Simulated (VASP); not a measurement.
# BeS (F-43m) in VASP: single point with PBE

Aim: the single point of BeS with PBE.

Everything below comes from runs of VASP 6.6.1. Logs are shortened: lines on timing, memory, paths and dates and some standing lists are left out, and cuts for length are marked.

**1. The cell of the first run**

It takes space group F-43m (No. 216, cubic). Conventional cell: a = 4.850 Å, b = 4.850 Å, c = 4.850 Å, α = 90.00°, β = 90.00°, γ = 90.00°. Be (site symmetry -43m) has 4 S at 2.10 Å within 2.8 Å. Within 2.8 Å of S (site symmetry -43m) lie 4 Be at 2.10 Å.

**2. Single point, PBE**

Contents of POSCAR:

```
BeS
1.0
    0.0000000000      2.4250000000      2.4250000000
    2.4250000000      0.0000000000      2.4250000000
    2.4250000000      2.4250000000      0.0000000000
Be S
1 1
Direct
    0.0000000000      0.0000000000      0.0000000000
    0.2500000000      0.2500000000      0.2500000000
```

Contents of INCAR.step1:

```
SYSTEM = BeS
ALGO = Normal ; EDIFF = 1E-6
ENCUT = 520 ; GGA = PE
GGA_COMPAT = .FALSE. ; ISIF = 2
ISMEAR = 0 ; LASPH = .TRUE.
LCHARG = .TRUE. ; LORBIT = 11
LREAL = .FALSE. ; LWAVE = .FALSE.
NBANDS = 11 ; NEDOS = 2001
NELM = 120 ; PREC = Accurate
SIGMA = 0.05
```

Contents of KPOINTS.step1:

```
k-points
0
G
  10 10 10
  0 0 0
```

Contents of INCAR.step2:

```
SYSTEM = BeS
ALGO = Normal ; EDIFF = 1E-6
ENCUT = 520 ; GGA = PE
GGA_COMPAT = .FALSE. ; ICHARG = 11
ISIF = 2 ; ISMEAR = -5
LASPH = .TRUE. ; LCHARG = .FALSE.
LORBIT = 10 ; LREAL = .FALSE.
LWAVE = .FALSE. ; NEDOS = 1001
NELM = 120 ; PREC = Accurate
SIGMA = 0.05
```

Contents of KPOINTS.step2:

```
k-points
0
G
  15 15 15
  0 0 0
```

Potentials or basis: VASP PAW PBE potentials, release 64 (Be, S).

Launch:

```sh
$ cat potpaw_PBE.64/Be/POTCAR potpaw_PBE.64/S/POTCAR > POTCAR
$ cp INCAR.step1 INCAR
$ cp KPOINTS.step1 KPOINTS
$ mpirun -np 1 vasp_std > vasp.out
$ cp INCAR.step2 INCAR
$ cp KPOINTS.step2 KPOINTS
$ mpirun -np 1 vasp_std > vasp.out
```

OUTCAR:

```text
SYSTEM = BeS
   EDIFF = 1E-6
   ENCUT = 520
   GGA = PE
   ICHARG = 11
   ISIF = 2
   ISMEAR = -5
   LASPH = .TRUE.
   LORBIT = 10
   LREAL = .FALSE.
   NELM = 120
   PREC = Accurate

 ion  position               nearest neighbor table
   1  0.000  0.000  0.000-   2 2.10   2 2.10   2 2.10   2 2.10
   2  0.250  0.250  0.250-   1 2.10   1 2.10   1 2.10   1 2.10

  LATTYP: Found a face centered cubic cell.
 ALAT       =     4.8500000000

  Lattice vectors:

 A1 = (   0.0000000000,   2.4250000000,   2.4250000000)
 A2 = (   2.4250000000,   0.0000000000,   2.4250000000)
 A3 = (   2.4250000000,   2.4250000000,   0.0000000000)

Analysis of symmetry for initial positions (statically):
=====================================================================
 Subroutine PRICEL returns:
 Original cell was already a primitive cell.

 Routine SETGRP: Setting up the symmetry group for a
 face centered cubic supercell.

 Subroutine GETGRP returns: Found 24 space group operations
 (whereof 24 operations were pure point group operations)
 out of a pool of 48 trial point group operations.

The static configuration has the point symmetry T_d .

Analysis of symmetry for dynamics (positions and initial velocities):
=====================================================================
 Subroutine PRICEL returns:
 Original cell was already a primitive cell.

 Routine SETGRP: Setting up the symmetry group for a
 face centered cubic supercell.

 Subroutine GETGRP returns: Found 24 space group operations
 (whereof 24 operations were pure point group operations)
 out of a pool of 48 trial point group operations.

The dynamic configuration has the point symmetry T_d .

 Subroutine INISYM returns: Found 24 space group operations
 (whereof 24 operations are pure point group operations),
 and found     1 'primitive' translations

----------------------------------------------------------------------------------------

                                     Primitive cell

  volume of cell :      28.5210

  direct lattice vectors                    reciprocal lattice vectors
     0.000000000  2.425000000  2.425000000    -0.206185567  0.206185567  0.206185567
     2.425000000  0.000000000  2.425000000     0.206185567 -0.206185567  0.206185567
     2.425000000  2.425000000  0.000000000     0.206185567  0.206185567 -0.206185567

  length of vectors
     3.429467889  3.429467889  3.429467889     0.357123878  0.357123878  0.357123878

  position of ions in fractional coordinates (direct lattice)
     0.000000000  0.000000000  0.000000000
     0.250000000  0.250000000  0.250000000

  ion indices of the primitive-cell ions
   primitive index   ion index
                 1           1
                 2           2

----------------------------------------------------------------------------------------

 KPOINTS: k-points

Automatic generation of k-mesh.
 Grid dimensions read from file:
 generate k-points for:   15   15   15

 Generating k-lattice:

  Cartesian coordinates                     Fractional coordinates (reciprocal lattice)
    -0.013745704  0.013745704  0.013745704     0.066666667  0.000000000  0.000000000
     0.013745704 -0.013745704  0.013745704     0.000000000  0.066666667  0.000000000
     0.013745704  0.013745704 -0.013745704     0.000000000  0.000000000  0.066666667

  Length of vectors
     0.023808259  0.023808259  0.023808259

  Shift w.r.t. Gamma in fractional coordinates (k-lattice)
     0.000000000  0.000000000  0.000000000

 TETIRR: Found    484 inequivalent tetrahedra from    20250

 Subroutine IBZKPT returns following result:
 ===========================================

 Found    120 irreducible k-points:

 Following reciprocal coordinates:
            Coordinates               Weight
  0.000000  0.000000  0.000000      1.000000
  0.066667  0.000000  0.000000      8.000000
  0.133333  0.000000  0.000000      8.000000
  0.200000  0.000000  0.000000      8.000000
  0.266667  0.000000  0.000000      8.000000
  0.333333  0.000000  0.000000      8.000000
[... 16 lines left out ...]
  0.133333  0.133333  0.000000      6.000000
  0.200000  0.133333  0.000000     24.000000
 [... further k-points ...]
   k-points           NKPTS =    120   k-points in BZ     NKDIM =    120   number of bands    NBANDS=      8
   number of dos      NEDOS =   1001   number of ions     NIONS =      2
   total plane-waves  NPLWV =  21952
   dimension x,y,z NGX =    28 NGY =   28 NGZ =   28
   dimension x,y,z NGXF=    56 NGYF=   56 NGZF=   56
   ions per type =               1   1
   NGX,Y,Z   is equivalent  to a cutoff of  13.57, 13.57, 13.57 a.u.
   NGXF,Y,Z  is equivalent  to a cutoff of  27.15, 27.15, 27.15 a.u.
 SYSTEM =  BeS
   PREC   = accura    normal or accurate (medium, high low for compatibility)
   ISTART =      0    job   : 0-new  1-cont  2-samecut
   ICHARG =     11    charge: 1-file 2-atom 10-const
   ISPIN  =      1    spin polarized calculation?
   LNONCOLLINEAR =      F non collinear calculations
   LSORBIT =      F    spin-orbit coupling
   LASPH  =      T    aspherical Exc in radial PAW
   ENCUT  =  520.0 eV  38.22 Ry    6.18 a.u.   6.38  6.38  6.38*2*pi/ulx,y,z
   NELM   =    120;   NELMIN=  2; NELMDL=  0     # of ELM steps
   EDIFF  = 0.1E-05   stopping-criterion for ELM
   LREAL  =      F    real-space projection
   EDIFFG = 0.1E-04   stopping-criterion for IOM
   NSW    =      0    number of steps for IOM
   IBRION =     -1    ionic relax: 0-MD 1-quasi-New 2-CG
   NFREE  =      0    steps in history (QN), initial steepest desc. (CG)
   ISIF   =      2    stress and relaxation
   ISYM   =      2    0-nonsym 1-usesym 2-fastsym
   POTIM  = 0.5000    time-step for ionic-motion
   TEBEG  =    0.0;   TEEND  =   0.0 temperature during run
   PSTRESS=    0.0 pullay stress
   NELECT =       8.0000    total number of electrons
   NUPDOWN=      -1.0000    fix difference up-down
   EMIN   =  10.00;   EMAX   =-10.00  energy-range for DOS
   EFERMI =   0.00;   METHOD = LEGACY
   ISMEAR =    -5;   SIGMA  =   0.05  broadening in eV -4-tet -1-fermi 0-gaus
   EFERMI_NEDOS =   21; number of points for ismear=-14 and -15
   IALGO  =     38    algorithm
   IMIX   =      4    mixing-type and parameters
     AMIX     =   0.40;   BMIX     =  1.00
     AMIX_MAG =   1.60;   BMIX_MAG =  1.00
  volume/ion in A,a.u.               =      14.26        96.23
  Fermi-wavevector in a.u.,A,eV,Ry     =   1.071642  2.025110 15.625158  1.148417
  Thomas-Fermi vector in A             =   2.207388
   LORBIT       =     10    0 simple, 1 ext, 2 COOP (PROOUT), +10 PAW based schemes
   GGA     = PE    functional components
   LHFCALC =     F    Hartree Fock is set to
   AEXX    =    0.0000 exact exchange contribution
   IVDW    =     0    specifies the selected vdW correction
   LEPSILON=     F    determine dielectric tensor
   LRPA    =     F    only Hartree local field effects (RPA)
 non-spin polarized calculation
 Fermi weights with tetrahedron method with Bloechl corrections
  energy-cutoff  :      520.00
  volume of cell :       28.52
 maximum number of plane-waves:       785
 NGX is ok and might be reduce to    28

 number of electron       7.9999999 magnetization

 Free energy of the ion-electron system (eV)
  ---------------------------------------------------
  ext. energy  EPLUGINS =         0.00000000
  ---------------------------------------------------
  free energy    TOTEN  =       -10.01118799 eV

  energy without entropy =      -10.01118799  energy(sigma->0) =      -10.01118799

 E-fermi :   4.1969     XC(G=0):  -9.7308

 val. band max:        4.1749045761   @ k =   0.0000   0.0000   0.0000
 cond. band min:       7.3199235501   @ k =   0.4667   0.4667   0.0000
 fundamental gap:      3.1450189739
 Fermi energy:         4.1969223643

 k-point     1 :       0.0000    0.0000    0.0000
  band No.  band energies     occupation
      1      -9.5179      2.00000
      2       4.1749      2.00000
      3       4.1749      2.00000
      4       4.1749      2.00000
      5       9.8446      0.00000
      6       9.8446      0.00000
      7       9.8446      0.00000
      8      10.0609      0.00000

 k-point     2 :       0.0667    0.0000    0.0000
  band No.  band energies     occupation
      1      -9.4668      2.00000
      2       3.7786      2.00000
      3       4.1133      2.00000
      4       4.1133      2.00000
      5       9.8059      0.00000
      6       9.9567      0.00000
      7       9.9567      0.00000
      8      10.5019      0.00000

 k-point     3 :       0.1333    0.0000    0.0000
  band No.  band energies     occupation
      1      -9.3166      2.00000
      2       2.8405      2.00000
      3       3.9516      2.00000
      4       3.9516      2.00000
      5       9.7798      0.00000
      6      10.2422      0.00000
      7      10.2422      0.00000
      8      11.4760      0.00000

 k-point     4 :       0.2000    0.0000    0.0000
  band No.  band energies     occupation
      1      -9.0776      2.00000
      2       1.7142      2.00000
      3       3.7399      2.00000
      4       3.7399      2.00000
      5       9.7539      0.00000
      6      10.5681      0.00000
      7      10.5681      0.00000
      8      12.6198      0.00000

 k-point     5 :       0.2667    0.0000    0.0000
  band No.  band energies     occupation
      1      -8.7703      2.00000
      2       0.5995      2.00000
      3       3.5267      2.00000
      4       3.5267      2.00000
      5       9.7243      0.00000
      6      10.7841      0.00000
      7      10.7841      0.00000
      8      13.7059      0.00000
[... 177 lines left out ...]
 k-point    22 :      -0.0667    0.0667    0.0000
  band No.  band energies     occupation
      1      -9.3827      2.00000
      2       3.3291      2.00000
      3       3.7969      2.00000
      4       4.1180      2.00000
      5       9.8531      0.00000
      6      10.0033      0.00000
      7      10.2336      0.00000
      8      11.0474      0.00000

 k-point    23 :       0.1333    0.1333    0.0000
  band No.  band energies     occupation
      1      -9.2496      2.00000
      2       3.0996      2.00000
      3       3.5203      2.00000
      4       3.5203      2.00000
      5       9.3491      0.00000
      6      10.9143      0.00000
      7      10.9143      0.00000
      8      11.2461      0.00000

 k-point    24 :       0.2000    0.1333    0.0000
  band No.  band energies     occupation
      1      -9.0731      2.00000
      2       2.3150      2.00000
      3       3.2549      2.00000
      4       3.3865      2.00000
      5       9.3114      0.00000
      6      11.0739      0.00000
      7      11.3888      0.00000
      8      11.8141      0.00000

 [... further k-points ...]
[... 5 lines left out ...]
  --------------------------------------------------------------------------------------
  -------------------------------------------------------------------------------------
  Total        0.2751552      0.2751552      0.2751552      0.0000000      0.0000000      0.0000000
  in kB       15.4569264     15.4569264     15.4569264      0.0000000      0.0000000      0.0000000
  external PRESSURE =      15.4569264 kB  Pullay stress =       0.0000000 kB

 VOLUME and BASIS-vectors are now :
 -----------------------------------------------------------------------------
  energy-cutoff  :      520.00
  volume of cell :       28.52
      direct lattice vectors                 reciprocal lattice vectors
     0.000000000  2.425000000  2.425000000    -0.206185567  0.206185567  0.206185567
     2.425000000  0.000000000  2.425000000     0.206185567 -0.206185567  0.206185567
     2.425000000  2.425000000  0.000000000     0.206185567  0.206185567 -0.206185567

 POSITION                                       TOTAL-FORCE (eV/Angst)
 -----------------------------------------------------------------------------------
      0.00000      0.00000      0.00000        -0.000000      0.000000      0.000000
      1.21250      1.21250      1.21250         0.000000     -0.000000     -0.000000
 -----------------------------------------------------------------------------------
    total drift:                               -0.000000     -0.000000     -0.000000

  FREE ENERGIE OF THE ION-ELECTRON SYSTEM (eV)
  ---------------------------------------------------
  free  energy   TOTEN  =       -10.0111879868 eV

  energy  without entropy=      -10.0111879868  energy(sigma->0) =      -10.01118799

 total charge

# of ion       s       p       d       tot
------------------------------------------
    1        0.388   0.653   0.000   1.042
    2        1.305   2.532   0.000   3.838
--------------------------------------------------
tot          1.694   3.186   0.000   4.879
```

Wall time 50 s (1 thread of Intel Xeon 8259CL, shared host); peak memory 0.16 GiB.

Results:

| Quantity | Value |
| --- | --- |
| Valence electrons inside the program's atomic spheres | Be 1.04; S 3.84 |
